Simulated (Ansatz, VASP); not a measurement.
One calculation of AlN, two programs

File INCAR:

```
SYSTEM = AlN
PREC = Accurate ; ENCUT = 520
EDIFF = 1E-6 ; ISMEAR = 0
SIGMA = 0.05 ; LREAL = .FALSE.
LASPH = .TRUE. ; NELM = 80
ALGO = Normal ; ISIF = 2
LWAVE = .FALSE. ; LCHARG = .FALSE.
GGA = CA ; NBANDS = 16
```

KPOINTS

```
Automatic mesh
0
G
  8 8 6
  0 0 0
```

Contents of POSCAR:

```
AlN
1.0
    0.0000000000     -1.9888743075     -1.9888743075
    0.0000000000      1.9888743075     -1.9888743075
    3.9777486148      0.0000000000      0.0000000000
Al N
2 2
Direct
    0.5000000000      0.5000000000      0.0000000000
    0.0000000000      0.0000000000      0.5000000000
    0.5000000000      0.5000000000      0.5000000000
    0.0000000000      1.0000000000      0.0000000000
```

Input for Ansatz:

```yaml
crystal:
  lattice:
    - [0.0, -1.9888743075, -1.9888743075]
    - [0.0, 1.9888743075, -1.9888743075]
    - [3.9777486148, 0.0, 0.0]
  atoms:
    - { symbol: Al, position: [0.5, 0.5, 0.0] }
    - { symbol: Al, position: [0.0, 0.0, 0.5] }
    - { symbol: "N", position: [0.5, 0.5, 0.5] }
    - { symbol: "N", position: [0.0, 1.0, 0.0] }
basis:
  ecutwfc: 520.0
kpoints:
  mp_grid: { grid: [8, 8, 6] }
hamiltonian:
  xc: lda
scf:
  occupations: { method: gaussian, width: 0.05 }
output:
  forces: true
  stress: true
  eigenvalues: true
```

Change from the starting cell: mode 4 frozen in at +0.000 Å, equal normal strain along x, y and z -0.0083.

Alike in both runs: task single point; functional LDA; k mesh 8 × 8 × 6; occupations gaussian, width 0.05 eV; no spin polarisation.

|  | VASP | Ansatz |
| --- | --- | --- |
| version | VASP 6.6.1 | Ansatz 0.2.0 |
| potentials or method | VASP PAW LDA potentials, release 64 (Al, N), cutoff 520 eV | scalar-relativistic, plane waves, PAW |
| valence electrons in the cell | 16 | 16 |

|  | VASP | Ansatz | Ansatz less VASP |
| --- | --- | --- | --- |
| gap on the k mesh at the Fermi level (eV) | 4.94 | 4.95 | +0.014 |
| least direct gap on the mesh (eV) | 4.94 | 4.95 | +0.014 |
| pressure (GPa) | 8.0 | 7.3 | -0.70 |

LDA's correlation is that of Perdew and Zunger in VASP and of Perdew and Wang (1992) in Ansatz.
